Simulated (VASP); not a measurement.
**HC64 (a cell with a defect): single point with PBEsol**

The system is HC64 (a cell with a defect).

```
CELL_PARAMETERS angstrom
7.10761 0.00000 0.00000
0.00000 7.10761 0.00000
0.00000 0.00000 7.10761
ATOMIC_POSITIONS crystal
C 0.99969 0.00015 0.00025
C 0.99942 0.99989 0.50031
C 0.99942 0.50022 0.99999
C 0.99852 0.50042 0.50052
C 0.49975 0.99989 0.99999
C 0.49997 0.99899 0.50051
C 0.49997 0.50042 0.99908
C 0.50032 0.50076 0.50086
C 0.12499 0.12546 0.12554
C 0.12364 0.12411 0.62720
C 0.12364 0.62712 0.12419
C 0.12478 0.62539 0.62547
C 0.62664 0.12411 0.12420
C 0.62492 0.12523 0.62548
C 0.62492 0.62539 0.12533
C 0.62592 0.62639 0.62647
C 0.24944 0.24990 0.99946
C 0.24916 0.24959 0.50094
C 0.24944 0.75042 0.00001
C 0.24930 0.75108 0.50037
C 0.74997 0.24990 0.00003
C 0.75062 0.24976 0.50037
C 0.74966 0.75011 0.00017
C 0.74989 0.75034 0.50015
C 0.37511 0.37554 0.12169
C 0.37478 0.37523 0.62944
C 0.37495 0.87544 0.12504
C 0.37485 0.87536 0.62586
C 0.87498 0.37541 0.12504
C 0.87489 0.37533 0.62586
C 0.87491 0.87539 0.12554
C 0.87487 0.87533 0.62532
C 0.24945 0.99937 0.25000
C 0.24944 0.99993 0.75052
C 0.24916 0.50084 0.24970
C 0.24930 0.50027 0.75118
C 0.74997 0.99993 0.25000
C 0.74966 0.00007 0.75021
C 0.75062 0.50027 0.24985
C 0.74987 0.50006 0.75044
C 0.37511 0.12160 0.37563
C 0.37494 0.12495 0.87554
C 0.37478 0.62935 0.37533
C 0.37487 0.62577 0.87546
C 0.87498 0.12495 0.37550
C 0.87492 0.12544 0.87547
C 0.87489 0.62577 0.37541
C 0.87487 0.62522 0.87543
C 0.99890 0.24990 0.25000
C 0.99946 0.24990 0.75052
C 0.99948 0.75042 0.24999
C 0.99961 0.75011 0.75021
C 0.50042 0.24958 0.24968
C 0.49980 0.24976 0.75118
C 0.49982 0.75108 0.24985
C 0.49961 0.75034 0.75042
C 0.12111 0.37554 0.37564
C 0.12449 0.37541 0.87553
C 0.12449 0.87544 0.37550
C 0.12498 0.87537 0.87547
C 0.62886 0.37523 0.37532
C 0.62532 0.37533 0.87546
C 0.62532 0.87536 0.37541
C 0.62475 0.87533 0.87541
H 0.37347 0.37408 0.37415
```

* Program: VASP 6.6.1
* Task: single point
* Functional: PBEsol
* Potentials or basis: VASP PAW PBE potentials, release 64 (C, H)
* Cutoff: 520 eV
* k mesh: 1 × 1 × 1
* Occupations: fermi-dirac, width 0.05 eV
* Spin: collinear spin
* Dipole correction: no
* Further INCAR settings: LREAL = Auto; ALGO = Normal; EDIFF = 1e-06; NBANDS = 170

```
Pressure                                              : 6.9 GPa
Largest force                                         : 0.240 eV/Å
Band gap on the k mesh                                : 1.05 eV
Net moment                                            : 1.00 μB per cell
Site moments                                          : C +0.00, -0.00, +0.01, +0.03, +0.02; H +0.28 μB
Valence electrons inside the program's atomic spheres : C 2.58, 2.59, 2.56; H 0.57
```

Forces in eV/Å, atoms in the order of the input:
```
C    0.065  0.064  0.060
C    0.087  0.082  0.154
C    0.088  0.154  0.075
C    0.045  0.097  0.094
C    0.155  0.075  0.073
C    0.099  0.044  0.095
C    0.100  0.096  0.047
C   -0.017 -0.013 -0.019
C   -0.063 -0.071 -0.065
C   -0.109 -0.116 -0.176
C   -0.110 -0.180 -0.115
C   -0.048 -0.085 -0.078
C   -0.171 -0.115 -0.113
C   -0.079 -0.044 -0.082
C   -0.077 -0.084 -0.048
C    0.019  0.013  0.015
C    0.055  0.059 -0.036
C    0.062  0.071  0.065
C    0.071  0.097  0.049
C    0.045  0.156  0.127
C    0.090  0.071  0.044
C    0.152  0.048  0.127
C    0.076  0.083  0.056
C    0.056  0.059  0.139
C   -0.101 -0.105  0.007
C   -0.017 -0.019 -0.232
C   -0.091 -0.058 -0.019
C   -0.095 -0.078 -0.125
C   -0.057 -0.093 -0.018
C   -0.079 -0.099 -0.122
C   -0.067 -0.074 -0.054
C   -0.074 -0.076 -0.096
C    0.052 -0.036  0.056
C    0.067  0.049  0.095
C    0.062  0.066  0.067
C    0.046  0.131  0.152
C    0.089  0.047  0.070
C    0.075  0.061  0.080
C    0.151  0.129  0.049
C    0.061  0.142  0.058
C   -0.100  0.006 -0.103
C   -0.088 -0.020 -0.057
C   -0.016 -0.234 -0.020
C   -0.100 -0.126 -0.082
C   -0.056 -0.019 -0.089
C   -0.071 -0.055 -0.068
C   -0.076 -0.126 -0.096
C   -0.075 -0.096 -0.075
C   -0.040  0.057  0.055
C    0.053  0.073  0.093
C    0.048  0.098  0.072
C    0.067  0.080  0.079
C    0.059  0.073  0.071
C    0.136  0.046  0.154
C    0.130  0.154  0.048
C    0.139  0.059  0.062
C    0.014 -0.101 -0.100
C   -0.025 -0.086 -0.050
C   -0.023 -0.052 -0.085
C   -0.060 -0.064 -0.066
C   -0.225 -0.020 -0.020
C   -0.129 -0.096 -0.076
C   -0.126 -0.074 -0.091
C   -0.096 -0.069 -0.069
H    0.051  0.050  0.050
```

Stress tensor (GPa, compression positive):
```
 6.86 -0.17 -0.18
-0.17  6.86 -0.17
-0.18 -0.17  6.86
```

Levels at points of the mesh, in eV from the valence-band top:
Spin up:
```csv
k point,band 126,band 127,band 128,band 129,band 130,band 131,band 132,band 133
"(0.00, 0.00, 0.00)",-1.62,-1.62,-1.53,0.00,2.72,2.72,2.73,2.76
```
Spin down:
```tsv
k point	band 124	band 125	band 126	band 127	band 128	band 129	band 130	band 131	band 132	band 133
(0.00, 0.00, 0.00)	-4.39	-4.38	-1.61	-1.61	-1.52	1.05	2.74	2.74	2.74	2.77
```

Wall time 4.9 min on 1 thread of Intel Xeon 6975P-C (shared host), peak memory 0.51 GiB.

Caveat: the k points lie up to 0.88 Å⁻¹ apart; the PAW data sets were made with another functional, which shifts forces and pressure a little.
